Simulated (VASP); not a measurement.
Set up this calculation in VASP 6.6.1, as the native input.

| Quantity | Value |
| --- | --- |
| Task | single point |
| Functional | PBEsol |
| Potentials or basis | VASP PAW PBE potentials, release 64 (Ga_d, Sb) |
| Cutoff | 520 eV |
| k mesh | 18 × 18 × 18 |
| Occupations | gaussian, width 0.15 eV |
| Spin | no spin polarisation |
| Dipole correction | no |
| Further INCAR settings | ALGO = Normal; EDIFF = 1e-06; NBANDS = 16 |

The structure of GaSb lies in POSCAR:

```
GaSb
1.0
    0.0000000000      3.0556140972      2.9792237448
    3.0556140972      0.0000000000      2.9792237448
    3.0556140972      3.0556140972      0.0000000000
Ga Sb
1 1
Direct
    0.0000000000      0.0000000000      0.0000000000
    0.7500000000      0.7500000000      0.7500000000
```

This cell differs from its parent crystal: strain +0.000 along x and y, -0.025 along z.

One way to write it, as run:

INCAR

```
ALGO     = Normal         # electronic algorithm
EDIFF    = 1E-6           # SCF threshold, eV
ENCUT    = 520            # plane-wave cutoff, eV
GGA      = PS             # functional
ISIF     = 2              # what is computed and relaxed
ISMEAR   = 0              # smearing method
LASPH    = True           # aspherical terms in the spheres
LCHARG   = False          # write CHGCAR
LREAL    = False          # projectors in reciprocal space
LWAVE    = False          # write WAVECAR
NBANDS   = 16             # bands
NELM     = 100            # most SCF steps
PREC     = Accurate       # precision mode
SIGMA    = 0.15           # smearing width, eV
```

KPOINTS

```
k-points
0
Gamma
  18 18 18
```

Potentials or basis: VASP PAW PBE potentials, release 64 (Ga_d, Sb).

Launch:

```bash
$ cat potpaw_PBE.64/Ga_d/POTCAR potpaw_PBE.64/Sb/POTCAR > POTCAR
$ mpirun -np 1 vasp_std > vasp.out
```

It gave:

| Quantity | Value |
| --- | --- |
| Pressure | 1.5 GPa |

Caveat: the cell differs from its parent crystal (strain +0.000 along x and y, -0.025 along z); the PAW data sets were made with another functional, which shifts forces and pressure a little.

Wall time 2.8 min on 1 thread of AMD EPYC 9R45 96-Core Processor (Zen 5), with other jobs on the host, peak memory 0.51 GiB.
